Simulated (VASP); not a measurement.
# Ir (I4/mmm) in VASP: a series of runs

Runs on Ir. Level: r2SCAN. Tasks: single point.

Everything below comes from runs of VASP 6.6.1. Logs are shortened: lines on timing, memory, paths and dates and some standing lists are left out, and cuts for length are marked.

## (1) The cell of the first run

Symmetry: I4/mmm, No. 139, tetragonal system. Conventional cell: a = 2.715 Å, b = 2.715 Å, c = 3.695 Å, α = 90.00°, β = 90.00°, γ = 90.00°. Within 3.5 Å of Ir (site symmetry 4/mmm) lie 12 Ir at 2.66 to 2.71 Å.

## (2) Single point, r2SCAN (strain -0.0375 x Voigt [0, 0, 1, 0, 0, 0])

Input file POSCAR:

```
Ir
1.0
    0.0000000000      1.9197000000      1.8477112500
    1.9197000000      0.0000000000      1.8477112500
    1.9197000000      1.9197000000      0.0000000000
Ir
1
Direct
    0.0000000000      0.0000000000      0.0000000000
```

Input file INCAR.step1:

```
SYSTEM = Ir
PREC     = Accurate       ! precision mode
ENCUT    = 520            ! plane-wave cutoff, eV
ISMEAR   = 0              ! smearing method
SIGMA    = 0.15           ! smearing width, eV
LREAL    = .FALSE.        ! projectors in reciprocal space
LASPH    = .TRUE.         ! aspherical terms in the spheres
NELM     = 60             ! most SCF steps
NBANDS   = 10             ! bands
GGA      = PE             ! functional
ALGO     = Normal         ! electronic algorithm
EDIFF    = 1E-4           ! SCF threshold, eV
LWAVE    = .TRUE.         ! write WAVECAR
LCHARG   = .FALSE.        ! write CHGCAR
```

Input file INCAR.step2:

```
SYSTEM = Ir
PREC     = Accurate       ! precision mode
ENCUT    = 520            ! plane-wave cutoff, eV
EDIFF    = 1E-6           ! SCF threshold, eV
ISMEAR   = 0              ! smearing method
SIGMA    = 0.15           ! smearing width, eV
LREAL    = .FALSE.        ! projectors in reciprocal space
LASPH    = .TRUE.         ! aspherical terms in the spheres
NELM     = 60             ! most SCF steps
ALGO     = Normal         ! electronic algorithm
ISIF     = 2              ! what is computed and relaxed
LWAVE    = .FALSE.        ! write WAVECAR
LCHARG   = .FALSE.        ! write CHGCAR
METAGGA  = R2SCAN         ! meta-GGA
LMIXTAU  = .TRUE.       
NBANDS   = 10             ! bands
ISTART   = 1
```

Input file KPOINTS:

```
regular mesh
0
G
  22 22 22
  0 0 0
```

Potentials or basis: VASP PAW PBE potentials, release 64 (Ir).

Command:

```
$ cat potpaw_PBE.64/Ir/POTCAR > POTCAR
$ cp INCAR.step1 INCAR
$ mpirun -np 1 vasp_std > vasp.out
$ cp INCAR.step2 INCAR
$ mpirun -np 1 vasp_std > vasp.out
```

OUTCAR:

```text
SYSTEM = Ir
   PREC = Accurate
   ENCUT = 520
   EDIFF = 1E-6
   ISMEAR = 0
   LREAL = .FALSE.
   LASPH = .TRUE.
   NELM = 60
   ISIF = 2
   METAGGA = R2SCAN
   ISTART = 1

 ion  position               nearest neighbor table
   1  0.000  0.000  0.000-

  LATTYP: Found a body centered tetragonal cell.
 ALAT       =     2.7148657757
 C/A-ratio  =     1.3611805538

  Lattice vectors:

 A1 = (   0.0000000000,  -1.9197000000,  -1.8477112500)
 A2 = (   0.0000000000,   1.9197000000,  -1.8477112500)
 A3 = (   1.9197000000,   0.0000000000,   1.8477112500)

Analysis of symmetry for initial positions (statically):
=====================================================================
 Subroutine PRICEL returns:
 Original cell was already a primitive cell.

 Routine SETGRP: Setting up the symmetry group for a
 body centered tetragonal supercell.

 Subroutine GETGRP returns: Found 16 space group operations
 (whereof 16 operations were pure point group operations)
 out of a pool of 16 trial point group operations.

The static configuration has the point symmetry D_4h.

Analysis of symmetry for dynamics (positions and initial velocities):
=====================================================================
 Subroutine PRICEL returns:
 Original cell was already a primitive cell.

 Routine SETGRP: Setting up the symmetry group for a
 body centered tetragonal supercell.

 Subroutine GETGRP returns: Found 16 space group operations
 (whereof 16 operations were pure point group operations)
 out of a pool of 16 trial point group operations.

The dynamic configuration has the point symmetry D_4h.

 Subroutine INISYM returns: Found 16 space group operations
 (whereof 16 operations are pure point group operations),
 and found     1 'primitive' translations

----------------------------------------------------------------------------------------

                                     Primitive cell

  volume of cell :      13.6185

  direct lattice vectors                    reciprocal lattice vectors
     0.000000000  1.919700000  1.847711250    -0.260457363  0.260457363  0.270605053
     1.919700000  0.000000000  1.847711250     0.260457363 -0.260457363  0.270605053
     1.919700000  1.919700000  0.000000000     0.260457363  0.260457363 -0.270605053

  length of vectors
     2.664448339  2.664448339  2.714865776     0.457059264  0.457059264  0.457059264

  position of ions in fractional coordinates (direct lattice)
     0.000000000  0.000000000  0.000000000

  ion indices of the primitive-cell ions
   primitive index   ion index
                 1           1

----------------------------------------------------------------------------------------

 KPOINTS: regular mesh

Automatic generation of k-mesh.
 Grid dimensions read from file:
 generate k-points for:   22   22   22

 Generating k-lattice:

  Cartesian coordinates                     Fractional coordinates (reciprocal lattice)
    -0.011838971  0.011838971  0.012300230     0.045454545 -0.000000000  0.000000000
     0.011838971 -0.011838971  0.012300230    -0.000000000  0.045454545  0.000000000
     0.011838971  0.011838971 -0.012300230     0.000000000  0.000000000  0.045454545

  Length of vectors
     0.020775421  0.020775421  0.020775421

  Shift w.r.t. Gamma in fractional coordinates (k-lattice)
     0.000000000  0.000000000  0.000000000

 Subroutine IBZKPT returns following result:
 ===========================================

 Found    834 irreducible k-points:

 Following reciprocal coordinates:
            Coordinates               Weight
  0.000000  0.000000  0.000000      1.000000
  0.045455  0.000000  0.000000      8.000000
  0.090909  0.000000  0.000000      8.000000
  0.136364  0.000000  0.000000      8.000000
  0.181818  0.000000  0.000000      8.000000
  0.227273  0.000000  0.000000      8.000000
[... 16 lines left out ...]
  0.500000  0.045455  0.000000      8.000000
 -0.454545  0.045455  0.000000      8.000000
 [... further k-points ...]
   k-points           NKPTS =    834   k-points in BZ     NKDIM =    834   number of bands    NBANDS=     10
   number of dos      NEDOS =    301   number of ions     NIONS =      1
   total plane-waves  NPLWV =   8000
   dimension x,y,z NGX =    20 NGY =   20 NGZ =   20
   dimension x,y,z NGXF=    40 NGYF=   40 NGZF=   40
   ions per type =               1
   NGX,Y,Z   is equivalent  to a cutoff of  12.48, 12.48, 12.25 a.u.
   NGXF,Y,Z  is equivalent  to a cutoff of  24.96, 24.96, 24.49 a.u.
 SYSTEM =  Ir
   PREC   = accura    normal or accurate (medium, high low for compatibility)
   ISTART =      1    job   : 0-new  1-cont  2-samecut
   ICHARG =      0    charge: 1-file 2-atom 10-const
   ISPIN  =      1    spin polarized calculation?
   LNONCOLLINEAR =      F non collinear calculations
   LSORBIT =      F    spin-orbit coupling
   LASPH  =      T    aspherical Exc in radial PAW
   ENCUT  =  520.0 eV  38.22 Ry    6.18 a.u.   4.95  4.95  5.05*2*pi/ulx,y,z
[... 28 lines left out ...]
   AEXX    =    0.0000 exact exchange contribution
   IVDW    =     0    specifies the selected vdW correction
   LEPSILON=     F    determine dielectric tensor
   LRPA    =     F    only Hartree local field effects (RPA)
 non-spin polarized calculation
 Gauss-broadening in eV      SIGMA  =   0.15
  energy-cutoff  :      520.00
  volume of cell :       13.62
 maximum number of plane-waves:       380
   NGX =  9   NGY =  9   NGZ =  9

 number of electron       9.0000000 magnetization

 Free energy of the ion-electron system (eV)
  ---------------------------------------------------
  ext. energy  EPLUGINS =         0.00000000
  ---------------------------------------------------
  free energy    TOTEN  =       -52.30879435 eV

  energy without entropy =      -52.29772740  energy(sigma->0) =      -52.30326087

 E-fermi :  10.8266     XC(G=0): -15.5924

 val. band max:       10.8263835299   @ k =   0.3182   0.2727   0.0000
 cond. band min:      10.8270637276   @ k =   0.4091   0.3636   0.0455
 fundamental gap:      0.0006801977
 Fermi energy:        10.8266485034

 k-point     1 :       0.0000    0.0000    0.0000
  band No.  band energies     occupation
      1      -1.1029      2.00000
      2       6.4480      2.00000
      3       6.4480      2.00000
      4       6.9783      2.00000
      5       9.1389      2.00000
      6       9.8368      2.00000
      7      25.8954      0.00000
      8      31.5287      0.00000
      9      31.5287      0.00000
     10      32.9019      0.00000

 k-point     2 :       0.0455    0.0000    0.0000
  band No.  band energies     occupation
      1      -1.0022      2.00000
      2       6.4276      2.00000
      3       6.4924      2.00000
      4       6.9864      2.00000
      5       9.1156      2.00000
      6       9.8008      2.00000
      7      26.0717      0.00000
      8      31.2212      0.00000
      9      31.6919      0.00000
     10      32.8292      0.00000

 k-point     3 :       0.0909    0.0000    0.0000
  band No.  band energies     occupation
      1      -0.7075      2.00000
      2       6.3383      2.00000
      3       6.6121      2.00000
      4       7.0461      2.00000
      5       9.0636      2.00000
      6       9.7079      2.00000
      7      26.5709      0.00000
      8      30.2383      0.00000
      9      32.1719      0.00000
     10      33.1259      0.00000

 k-point     4 :       0.1364    0.0000    0.0000
  band No.  band energies     occupation
      1      -0.2424      2.00000
      2       6.1782      2.00000
      3       6.7623      2.00000
      4       7.1746      2.00000
      5       9.0388      2.00000
      6       9.6043      2.00000
      7      27.2886      0.00000
      8      28.9859      0.00000
      9      32.9407      0.00000
     10      33.8474      0.00000
[... 222 lines left out ...]
 k-point    22 :       0.4545    0.0455    0.0000
  band No.  band energies     occupation
      1       2.1123      2.00000
      2       6.3007      2.00000
      3       6.7067      2.00000
      4       9.0249      2.00000
      5      11.8497      0.00000
      6      11.9345      0.00000
      7      19.7033      0.00000
      8      25.8899      0.00000
      9      31.7736      0.00000
     10      32.8761      0.00000

 k-point    23 :       0.5000    0.0455    0.0000
  band No.  band energies     occupation
      1       2.0997      2.00000
      2       6.2429      2.00000
      3       6.6525      2.00000
      4       9.5465      2.00000
      5      12.0248      0.00000
      6      12.1984      0.00000
      7      18.9564      0.00000
      8      25.6774      0.00000
      9      31.5862      0.00000
     10      32.2865      0.00000

 k-point    24 :      -0.4545    0.0455    0.0000
  band No.  band energies     occupation
      1       2.1036      2.00000
      2       6.2452      2.00000
      3       6.6634      2.00000
      4       9.4817      2.00000
      5      11.8585      0.00000
      6      12.1818      0.00000
      7      19.1545      0.00000
      8      25.7200      0.00000
      9      31.9229      0.00000
     10      32.1493      0.00000

 [... further k-points ...]

------------------------ aborting loop because EDIFF is reached ----------------------------------------

  FORCE on cell =-STRESS in cart. coord.  units (eV):
  Direction    XX          YY          ZZ          XY          YZ          ZX
  --------------------------------------------------------------------------------------
  -------------------------------------------------------------------------------------
  Total        1.3578298      1.3578298      2.7026987      0.0000000     -0.0000000      0.0000000
  in kB      159.7441930    159.7441930    317.9635843      0.0000000     -0.0000000      0.0000000
  external PRESSURE =     212.4839901 kB  Pullay stress =       0.0000000 kB

 VOLUME and BASIS-vectors are now :
 -----------------------------------------------------------------------------
  energy-cutoff  :      520.00
  volume of cell :       13.62
      direct lattice vectors                 reciprocal lattice vectors
     0.000000000  1.919700000  1.847711250    -0.260457363  0.260457363  0.270605053
     1.919700000  0.000000000  1.847711250     0.260457363 -0.260457363  0.270605053
     1.919700000  1.919700000  0.000000000     0.260457363  0.260457363 -0.270605053

 POSITION                                       TOTAL-FORCE (eV/Angst)
 -----------------------------------------------------------------------------------
      0.00000      0.00000      0.00000         0.000000      0.000000      0.000000
 -----------------------------------------------------------------------------------
    total drift:                                0.000000      0.000000     -0.000000

  FREE ENERGIE OF THE ION-ELECTRON SYSTEM (eV)
  ---------------------------------------------------
  free  energy   TOTEN  =       -52.3087943494 eV

  energy  without entropy=      -52.2977273960  energy(sigma->0) =      -52.30326087
```

It took 3.2 min on 1 thread of Intel Xeon Platinum 8488C (Sapphire Rapids), shared host; peak memory 0.23 GiB.

What came out:

* Free energy: -52.3088 eV
* Pressure: 21.2 GPa
* Band gap on the k mesh: zero (an odd number of electrons rules out a gap without spin polarisation)

Stress tensor (GPa, compression positive):
```
15.97  0.00  0.00
 0.00 15.97  0.00
 0.00  0.00 31.80
```

Caveat: the cell differs from its parent crystal (strain -0.0375 x Voigt [0, 0, 1, 0, 0, 0]); the stress differs along the axes, from 16 to 32 GPa; the PAW data sets were made with another functional, which shifts forces and pressure a little; spin-orbit coupling is left out, which moves the levels of the heavy elements.

## (3) Single point, r2SCAN (strain +0.0375 x Voigt [0, 0, 1, 0, 0, 0])

Input file POSCAR:

```
Ir
1.0
    0.0000000000      1.9197000000      1.9916887500
    1.9197000000      0.0000000000      1.9916887500
    1.9197000000      1.9197000000      0.0000000000
Ir
1
Direct
    0.0000000000      0.0000000000      0.0000000000
```

Input file INCAR.step1:

```
SYSTEM = Ir
PREC = Accurate
ENCUT = 520
ISMEAR = 0
SIGMA = 0.15
LREAL = .False.
LASPH = .True.
NELM = 80
NBANDS = 10
GGA = PE
ALGO = Normal
EDIFF = 1E-4
LWAVE = .True.
LCHARG = .False.
```

Input file INCAR.step2:

```
SYSTEM = Ir
PREC = Accurate
ENCUT = 520
EDIFF = 1E-6
ISMEAR = 0
SIGMA = 0.15
LREAL = .False.
LASPH = .True.
NELM = 80
ALGO = Normal
ISIF = 2
LWAVE = .False.
LCHARG = .False.
METAGGA = R2SCAN
LMIXTAU = .True.
NBANDS = 10
ISTART = 1
```

Input file KPOINTS:

```
Automatic mesh
0
Gamma
  22 22 22
  0 0 0
```

Potentials or basis: VASP PAW PBE potentials, release 64 (Ir).

Command:

```
$ cat potpaw_PBE.64/Ir/POTCAR > POTCAR
$ cp INCAR.step1 INCAR
$ mpirun -np 1 vasp_std > vasp.out
$ cp INCAR.step2 INCAR
$ mpirun -np 1 vasp_std > vasp.out
```

It took 2.6 min on 1 thread of Intel Xeon Platinum 8488C (Sapphire Rapids), shared host; peak memory 0.25 GiB.

It converged, with:

```yaml
Free_energy: -52.3430 eV
Pressure: -8.9 GPa
Band_gap_on_the_k_mesh: zero (an odd number of electrons rules out a gap without spin polarisation)
```

Stress tensor (GPa, compression positive):
```
 -4.63   0.00   0.00
  0.00  -4.63   0.00
  0.00   0.00 -17.50
```

Levels at points of the mesh, in eV from the Fermi level:
| k point | band 1 | band 2 | band 3 | band 4 | band 5 | band 6 | band 7 | band 8 | band 9 |
| --- | --- | --- | --- | --- | --- | --- | --- | --- | --- |
| (0.00, 0.00, 0.00) | -11.09 | -4.07 | -3.58 | -3.58 | -1.53 | -0.89 | 15.23 | 20.11 | 21.22 |
| (0.50, 0.00, 0.00) | -7.99 | -4.14 | -3.64 | -0.57 | 0.77 | 1.02 | 7.32 | 14.79 | 20.22 |
| (0.50, 0.50, 0.00) | -7.78 | -7.17 | 0.85 | 1.30 | 1.46 | 1.46 | 9.91 | 12.64 | 12.64 |
| (0.50, 0.00, 0.50) | -7.73 | -7.19 | 0.76 | 1.26 | 1.75 | 2.08 | 10.94 | 11.77 | 12.14 |

Caveat: the cell differs from its parent crystal (strain +0.0375 x Voigt [0, 0, 1, 0, 0, 0]); the stress differs along the axes, from -18 to -5 GPa; the PAW data sets were made with another functional, which shifts forces and pressure a little; spin-orbit coupling is left out, which moves the levels of the heavy elements.

## (4) Single point, r2SCAN (strain +0.0750 x Voigt [0, 0, 1, 0, 0, 0])

Input file POSCAR:

```
Ir
1.0
    0.0000000000      1.9197000000      2.0636775000
    1.9197000000      0.0000000000      2.0636775000
    1.9197000000      1.9197000000      0.0000000000
Ir
1
Direct
    0.0000000000      0.0000000000      0.0000000000
```

Input file INCAR.step1:

```
SYSTEM = Ir
PREC     = Accurate       ! precision mode
ENCUT    = 520            ! plane-wave cutoff, eV
ISMEAR   = 0              ! smearing method
SIGMA    = 0.15           ! smearing width, eV
LREAL    = .False.        ! projectors in reciprocal space
LASPH    = .True.         ! aspherical terms in the spheres
NELM     = 60             ! most SCF steps
NBANDS   = 10             ! bands
GGA      = PE             ! functional
ALGO     = Normal         ! electronic algorithm
EDIFF    = 1E-4           ! SCF threshold, eV
LWAVE    = .True.         ! write WAVECAR
LCHARG   = .False.        ! write CHGCAR
```

Input file INCAR.step2:

```
SYSTEM = Ir
PREC     = Accurate       ! precision mode
ENCUT    = 520            ! plane-wave cutoff, eV
EDIFF    = 1E-6           ! SCF threshold, eV
ISMEAR   = 0              ! smearing method
SIGMA    = 0.15           ! smearing width, eV
LREAL    = .False.        ! projectors in reciprocal space
LASPH    = .True.         ! aspherical terms in the spheres
NELM     = 60             ! most SCF steps
ALGO     = Normal         ! electronic algorithm
ISIF     = 2              ! what is computed and relaxed
LWAVE    = .False.        ! write WAVECAR
LCHARG   = .False.        ! write CHGCAR
METAGGA  = R2SCAN         ! meta-GGA
LMIXTAU  = .True.       
NBANDS   = 10             ! bands
ISTART   = 1
```

KPOINTS is that of step 3.

Command:

```
$ cat potpaw_PBE.64/Ir/POTCAR > POTCAR
$ cp INCAR.step1 INCAR
$ mpirun -np 1 vasp_std > vasp.out
$ cp INCAR.step2 INCAR
$ mpirun -np 1 vasp_std > vasp.out
```

Wall time 2.8 min (1 thread of Intel Xeon Platinum 8488C (Sapphire Rapids), shared host); peak memory 0.26 GiB.

Results (log left out):

```yaml
Free_energy: -52.2564 eV
Pressure: -18.7 GPa
Band_gap_on_the_k_mesh: zero (an odd number of electrons rules out a gap without spin polarisation)
```

Stress tensor (GPa, compression positive):
```
-11.07   0.00   0.00
  0.00 -11.07   0.00
  0.00   0.00 -33.97
```

Levels at points of the mesh, in eV from the Fermi level:
```csv
k point,band 1,band 2,band 3,band 4,band 5,band 6,band 7,band 8,band 9
"(0.00, 0.00, 0.00)",-10.70,-4.14,-3.19,-3.19,-1.77,-0.57,15.36,19.39,21.38
"(0.50, 0.00, 0.00)",-7.61,-4.12,-3.20,-0.45,0.63,1.05,7.02,14.73,19.72
"(0.50, 0.50, 0.00)",-7.42,-6.78,0.85,0.88,1.34,1.34,8.85,12.93,12.93
"(0.50, 0.00, 0.50)",-7.30,-6.78,0.64,0.95,1.89,2.35,10.81,11.30,11.92
```

Caveat: the cell differs from its parent crystal (strain +0.0750 x Voigt [0, 0, 1, 0, 0, 0]); the stress differs along the axes, from -34 to -11 GPa; the PAW data sets were made with another functional, which shifts forces and pressure a little; spin-orbit coupling is left out, which moves the levels of the heavy elements.

## (5) The runs side by side

| cell | gap on the mesh (eV) | pressure (GPa) |
| --- | --- | --- |
| a = 2.664, b = 2.664, c = 2.715 Å, angles 59.4, 59.4, 61.3°, 1 atom | none | 21.2 |
| a = 2.766, b = 2.766, c = 2.715 Å, angles 60.6, 60.6, 58.8°, 1 atom | none | -8.9 |
| a = 2.819, b = 2.819, c = 2.715 Å, angles 61.2, 61.2, 57.6°, 1 atom | none | -18.7 |

Alike in all rows: task single point; level r2SCAN; potentials or basis VASP PAW PBE potentials, release 64 (Ir); no spin polarisation; k mesh 22 × 22 × 22; cutoff (eV) 520; smearing gaussian 0.15 eV.

Caveats: the PAW data sets were made with another functional, which shifts forces and pressure a little; spin-orbit coupling is left out, which moves the levels of the heavy elements; the stress differs along the axes, from 16 to 32 GPa (at least some runs); the stress differs along the axes, from -18 to -5 GPa (at least some runs); the stress differs along the axes, from -34 to -11 GPa (at least some runs).

Absolute energies hang on the potentials; compare differences alone.
